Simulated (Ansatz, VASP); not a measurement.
**One calculation of GdO, two programs**

File INCAR:

```
PREC     = Accurate       # precision mode
ENCUT    = 520            # plane-wave cutoff, eV
EDIFF    = 1E-7           # SCF threshold, eV
ISMEAR   = 0              # smearing method
SIGMA    = 0.05           # smearing width, eV
LREAL    = False          # projectors in reciprocal space
LASPH    = True           # aspherical terms in the spheres
NELM     = 150            # most SCF steps
ALGO     = Normal         # electronic algorithm
ISIF     = 2              # what is computed and relaxed
LWAVE    = False          # write WAVECAR
LCHARG   = False          # write CHGCAR
ISPIN    = 2              # spin polarisation
MAGMOM   = 7.72 0.02      # initial moments
LORBIT   = 11             # projections on sites
LMAXMIX  = 6              # l up to which the mixer works
LDAU     = True           # DFT+U
LDAUTYPE = 2            
LDAUL    = 3 -1           # shell
LDAUU    = 6 0            # U, eV
LDAUJ    = 0 0          
LDAUPRINT= 1            
GGA      = PE             # functional
NBANDS   = 23             # bands
```

Contents of KPOINTS:

```
regular mesh
0
Gamma
  10 10 10
```

File POSCAR:

```
GdO
1.0
    0.0000000000      2.6984308834      2.6984308834
    2.6984308834      0.0000000000      2.6984308834
    2.6984308834      2.6984308834      0.0000000000
Gd O
1 1
Direct
    0.0000000000      0.0000000000      0.0000000000
    0.2500000000      0.2500000000      0.2500000000
```

Input for Ansatz:

```yaml
crystal:
  lattice:
    - [0.0, 2.6984308834, 2.6984308834]
    - [2.6984308834, 0.0, 2.6984308834]
    - [2.6984308834, 2.6984308834, 0.0]
  atoms:
    - { symbol: Gd, position: [0.0, 0.0, 0.0], spin: 7.72 }
    - { symbol: O, position: [0.25, 0.25, 0.25] }
basis:
  ecutwfc: 420
  ecutrho_ratio: 4
kpoints:
  mp_grid: { grid: [10, 10, 10] }
hamiltonian:
  xc: pbe
  hubbard:
    sites:
      - { species: Gd, l: f, u_eff: 6.0, starting_ns: start.occupation_matrices }
    ns_hold: { iters: 6 }
scf:
  occupations: { method: gaussian, width: 0.05 }
  lower_state_search: "off"
output:
  forces: true
  stress: true
  eigenvalues: true
  populations: true
  hubbard: { sites: [{ species: Gd, l: f }] }
magnetization:
  spin_polarized: true
```

Alike in both runs: task single point; functional PBE; k mesh 10 × 10 × 10; occupations gaussian, width 0.05 eV; collinear spin; Hubbard terms Gd f U = 6.0 eV.

|  | VASP | Ansatz |
| --- | --- | --- |
| version | VASP 6.6.1 | Ansatz 0.2.0 |
| potentials or method | VASP PAW PBE potentials, release 64 (Gd, O), cutoff 520 eV | scalar-relativistic, plane waves, PAW |
| valence electrons in the cell | 24 | 24 |

VASP gave:

| Quantity | Value |
| --- | --- |
| gap on the k mesh at the Fermi level (eV) | none |
| pressure (GPa) | 0.0 |
| net moment per atom (μB) | 3.97 |
| size of the moment on the site where the two differ most (μB) | 7.07 |

Q: Which values does Ansatz return?

A: gap on the k mesh at the Fermi level (eV): none; pressure (GPa): 0.0; net moment per atom (μB): 3.96; size of the moment on the site where the two differ most (μB): 7.02.

Site moments also hang on the region over which each program counts them. The programs project onto different local orbitals, so the same U acts differently, and such runs can settle in different states. A gap of «none» marks a metal or a gap that the smearing closes. Ansatz's warnings: filled band counts differ across k points.

Spin-orbit coupling is off throughout.
